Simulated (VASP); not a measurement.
# GaN (Pmc2_1) in VASP: notebook, part 2 of 2

VASP 6.6.1. Earlier steps stand in the parts before.

## (3) Single point, PBE (mode 11 frozen in at -0.048 Å and mode 13 at +0.039 Å (largest displacements))

INCAR reads:

```
ALGO     = Normal         # electronic algorithm
EDIFF    = 1E-6           # SCF threshold, eV
ENCUT    = 520            # plane-wave cutoff, eV
GGA      = PE             # functional
ISIF     = 2              # what is computed and relaxed
ISMEAR   = 0              # smearing method
LASPH    = True           # aspherical terms in the spheres
LCHARG   = False          # write CHGCAR
LREAL    = False          # projectors in reciprocal space
LWAVE    = False          # write WAVECAR
NBANDS   = 46             # bands
NELM     = 60             # most SCF steps
PREC     = Accurate       # precision mode
SIGMA    = 0.05           # smearing width, eV
```

KPOINTS reads:

```
k-points
0
Gamma
  8 6 6
```

POSCAR reads:

```
GaN
1.0
   -3.2185392732      0.0000000000      0.0000000000
    0.0000000000      0.0000000000     -5.2433778863
    0.0000000001     -5.5746735474      0.0000000000
Ga N
4 4
Direct
    0.5000000000      0.0056414827      0.1747056281
    0.0000000000     -0.0009109452      0.6586254857
    0.0000000000      0.4990890548      0.3413745143
    0.5000000000      0.5056414827      0.8252943719
    0.5000000000      0.6152387104      0.1680187670
    0.0000000000      0.6180823852      0.6653004985
    0.0000000000      0.1180823852      0.3346995015
    0.5000000000      0.1152387104      0.8319812330
```

Potentials or basis: VASP PAW PBE potentials, release 64 (Ga_d, N).

Launch:

```bash
cat potpaw_PBE.64/Ga_d/POTCAR potpaw_PBE.64/N/POTCAR > POTCAR
mpirun -np 1 vasp_std > vasp.out
```

OUTCAR:

```text
EDIFF = 1E-6
   ENCUT = 520
   GGA = PE
   ISIF = 2
   ISMEAR = 0
   LASPH = True
   LREAL = False
   NELM = 60
   PREC = Accurate

 ion  position               nearest neighbor table
   1  0.500  0.006  0.175-   7 1.93   7 1.93   8 2.00   5 2.05
   2  0.000  0.999  0.659-   7 1.91   8 1.97   8 1.97   6 2.00
   3  0.000  0.499  0.341-   6 1.91   5 1.97   5 1.97   7 2.00
   4  0.500  0.506  0.825-   6 1.93   6 1.93   5 2.00   8 2.05
[... 1396 lines left out ...]
  Total        1.0891282      1.1411340     -1.0850527     -0.0000000      0.0000000      0.0000000
  in kB       18.5481311     19.4338040    -18.4787251     -0.0000000      0.0000000      0.0000000
  external PRESSURE =       6.5010700 kB  Pullay stress =       0.0000000 kB

 VOLUME and BASIS-vectors are now :
 -----------------------------------------------------------------------------
  energy-cutoff  :      520.00
  volume of cell :       94.08
      direct lattice vectors                 reciprocal lattice vectors
    -3.218539273  0.000000000  0.000000000    -0.310699953 -0.000000000  0.000000000
     0.000000000  0.000000000 -5.243377886     0.000000000  0.000000000 -0.190716752
     0.000000000 -5.574673547  0.000000000     0.000000000 -0.179382701  0.000000000

 POSITION                                       TOTAL-FORCE (eV/Angst)
 -----------------------------------------------------------------------------------
     -1.60927     -0.97393     -0.02958        -0.000000      1.066969      0.794995
      0.00000     -3.67162     -5.23860         0.000000     -1.138470      0.117533
      0.00000     -1.90305     -2.61691        -0.000000      1.138470      0.117533
     -1.60927     -4.60075     -2.65127         0.000000     -1.066969      0.794995
     -1.60927     -0.93665     -3.22593        -0.000000      0.005658     -0.429586
      0.00000     -3.70883     -3.24084         0.000000     -0.102275     -0.482942
      0.00000     -1.86584     -0.61915        -0.000000      0.102275     -0.482942
     -1.60927     -4.63802     -0.60424         0.000000     -0.005658     -0.429586
 -----------------------------------------------------------------------------------
    total drift:                               -0.000000     -0.000003     -0.000031

  FREE ENERGIE OF THE ION-ELECTRON SYSTEM (eV)
  ---------------------------------------------------
  free  energy   TOTEN  =       -48.5014028258 eV

  energy  without entropy=      -48.5014028258  energy(sigma->0) =      -48.50140283
```

OSZICAR:

```text
N       E                     dE             d eps       ncg     rms          rms(c)
DAV:   1     0.802331581494E+03    0.80233E+03   -0.32833E+04  8114   0.290E+03
DAV:   2     0.107849672135E+03   -0.69448E+03   -0.65853E+03  7504   0.715E+02
DAV:   3    -0.438216263548E+02   -0.15167E+03   -0.14698E+03  8616   0.220E+02
DAV:   4    -0.559898219889E+02   -0.12168E+02   -0.12053E+02  9330   0.647E+01
DAV:   5    -0.563827595803E+02   -0.39294E+00   -0.39207E+00  9372   0.120E+01    0.153E+01
DAV:   6    -0.482350177620E+02    0.81477E+01   -0.24484E+01 13708   0.547E+01    0.416E+00
DAV:   7    -0.485424791505E+02   -0.30746E+00   -0.40591E+00  8202   0.112E+01    0.382E+00
DAV:   8    -0.485157068353E+02    0.26772E-01   -0.30830E-01 11188   0.706E+00    0.993E-01
DAV:   9    -0.485005110224E+02    0.15196E-01   -0.95859E-02 11166   0.452E+00    0.495E-01
DAV:  10    -0.485010777785E+02   -0.56676E-03   -0.12394E-02  9344   0.111E+00    0.309E-01
DAV:  11    -0.485014011375E+02   -0.32336E-03   -0.15638E-03  9692   0.780E-01    0.540E-02
DAV:  12    -0.485013840433E+02    0.17094E-04   -0.71489E-04 11050   0.587E-01    0.537E-02
DAV:  13    -0.485014020573E+02   -0.18014E-04   -0.31560E-04  9286   0.131E-01    0.308E-02
DAV:  14    -0.485014039369E+02   -0.18797E-05   -0.12055E-05 10346   0.514E-02    0.162E-02
DAV:  15    -0.485014021696E+02    0.17673E-05   -0.12624E-05 10132   0.438E-02    0.504E-03
DAV:  16    -0.485014028258E+02   -0.65621E-06   -0.75664E-06  8530   0.290E-02
   1 F= -.48501403E+02 E0= -.48501403E+02  d E =-.253336E-15
```

stdout:

```text
POSCAR found type information on POSCAR GaN
 POSCAR found :  2 types and       8 ions
 scaLAPACK will be used
 LDA part: xc-table for (Slater+PW92), standard interpolation
 POSCAR, INCAR and KPOINTS ok, starting setup
 FFT: planning ... GRIDC
 FFT: planning ... GRID_SOFT
 FFT: planning ... GRID
 WAVECAR not read
 entering main loop
```

It took 3.3 min on 1 thread of Intel Xeon Platinum 8488C (Sapphire Rapids), shared host; peak memory 0.37 GiB.

Results:

```yaml
Free_energy: -48.5014 eV
Pressure: 0.7 GPa
Largest_force: 1.331 eV/Å
Band_gap_on_the_k_mesh: 1.65 eV
```

Forces in eV/Å, atoms in the order of the input:
```
Ga   0.000  1.067  0.795
Ga   0.000 -1.138  0.118
Ga   0.000  1.138  0.118
Ga   0.000 -1.067  0.795
N    0.000  0.006 -0.430
N    0.000 -0.102 -0.483
N    0.000  0.102 -0.483
N    0.000 -0.006 -0.430
```

Stress tensor (GPa, compression positive):
```
 1.85  0.00  0.00
 0.00  1.94  0.00
 0.00  0.00 -1.85
```

Caveat: the cell differs from its parent crystal (mode 11 frozen in at -0.048 Å and mode 13 at +0.039 Å (largest displacements)); forces of over 1 eV/Å act on the atoms, so gaps and moduli don't describe the material at rest.

## (4) Single point, PBE (mode 11 frozen in at -0.048 Å and mode 13 at -0.098 Å (largest displacements))

INCAR reads:

```
SYSTEM = GaN
ALGO = Normal
EDIFF = 1E-6
ENCUT = 520
GGA = PE
ISIF = 2
ISMEAR = 0
LASPH = .TRUE.
LCHARG = .FALSE.
LREAL = .FALSE.
LWAVE = .FALSE.
NBANDS = 46
NELM = 100
PREC = Accurate
SIGMA = 0.05
```

KPOINTS reads:

```
k-points
0
G
  8 6 6
  0 0 0
```

POSCAR reads:

```
GaN
1.0
   -3.2185392732      0.0000000000      0.0000000000
    0.0000000000      0.0000000000     -5.2433778863
    0.0000000001     -5.5746735474      0.0000000000
Ga N
4 4
Direct
    0.5000000000      0.0003847996      0.1747095124
    0.0000000000     -0.0061676283      0.6586293700
    0.0000000000      0.4938323717      0.3413706300
    0.5000000000      0.5003847996      0.8252904876
    0.5000000000      0.6414050356      0.1680433859
    0.0000000000      0.6442487105      0.6653251173
    0.0000000000      0.1442487105      0.3346748827
    0.5000000000      0.1414050356      0.8319566141
```

Launch:

```bash
cat potpaw_PBE.64/Ga_d/POTCAR potpaw_PBE.64/N/POTCAR > POTCAR
mpirun -np 1 vasp_std > vasp.out
```

Wall time 2.9 min (1 thread of Intel Xeon 6975P-C (Granite Rapids), shared host); peak memory 0.37 GiB.

It converged, with:

* Free energy: -48.1898 eV
* Pressure: 1.7 GPa
* Largest force: 2.459 eV/Å
* Band gap on the k mesh: 1.53 eV

Forces in eV/Å, atoms in the order of the input:
```
Ga   0.000  0.873 -1.094
Ga   0.000 -0.898 -2.289
Ga   0.000  0.898 -2.289
Ga   0.000 -0.873 -1.094
N    0.000 -0.033  1.434
N    0.000 -0.039  1.949
N    0.000  0.039  1.949
N    0.000  0.033  1.434
```

Stress tensor (GPa, compression positive):
```
-2.93  0.00  0.00
 0.00 -2.96  0.00
 0.00  0.00 10.98
```

Levels at points of the mesh, in eV from the valence-band top:
| k point | band 34 | band 35 | band 36 | band 37 | band 38 | band 39 |
| --- | --- | --- | --- | --- | --- | --- |
| (0.00, 0.00, 0.00) | -0.48 | -0.02 | 0.00 | 1.53 | 4.13 | 4.92 |
| (0.50, 0.00, 0.00) | -2.12 | -1.85 | -1.79 | 4.85 | 5.38 | 6.18 |
| (0.00, 0.50, 0.00) | -0.59 | -0.54 | -0.54 | 3.84 | 3.84 | 4.10 |
| (0.50, 0.50, 0.00) | -2.06 | -1.73 | -1.73 | 5.32 | 5.32 | 5.61 |
| (0.00, 0.00, 0.50) | -1.07 | -0.46 | -0.28 | 3.88 | 4.07 | 5.71 |
| (0.50, 0.00, 0.50) | -2.46 | -0.87 | -0.73 | 4.68 | 5.09 | 5.14 |
| (0.00, 0.50, 0.50) | -1.56 | -0.99 | -0.99 | 4.70 | 4.70 | 5.02 |
| (0.50, 0.50, 0.50) | -1.90 | -1.72 | -1.72 | 3.81 | 3.81 | 4.23 |

Caveat: the cell differs from its parent crystal (mode 11 frozen in at -0.048 Å and mode 13 at -0.098 Å (largest displacements)); forces of over 1 eV/Å act on the atoms, so gaps and moduli don't describe the material at rest.
